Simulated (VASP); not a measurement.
A run of VASP 6.6.1:

The input INCAR:

```
PREC = Accurate ; ENCUT = 500
EDIFF = 1E-6 ; ISMEAR = -1
SIGMA = 0.05 ; LREAL = F
LASPH = T ; NELM = 120
ALGO = Normal ; ISIF = 2
LWAVE = F ; LCHARG = F
GGA = PS ; NBANDS = 8
GGA_COMPAT = F
```

Contents of KPOINTS:

```
Automatic mesh
0
Gamma
  12 12 11
```

POSCAR

```
Si
1.0
    2.6550275960      0.0000000000      0.0000000000
   -1.3275137981      2.2993213459      0.0000000000
    0.0000000000      0.0000000000      2.4988101434
Si
1
Direct
    0.0000000000      0.0000000000      0.0000000000
```

Potentials or basis: VASP PAW PBE potentials, release 64 (Si).

The run is started by

```bash
$ cat potpaw_PBE.64/Si/POTCAR > POTCAR
$ mpirun -np 1 vasp_std > vasp.out
```

Hardware: 1 thread of AMD EPYC 9R45 (Zen 5), with other jobs on the host.

Estimate the wall time of this run.

Run time: 7.8 s on 1 thread of AMD EPYC 9R45 (Zen 5), on a shared host, peak memory 0.09 GiB. Counts: scf iterations 9, k points 114.
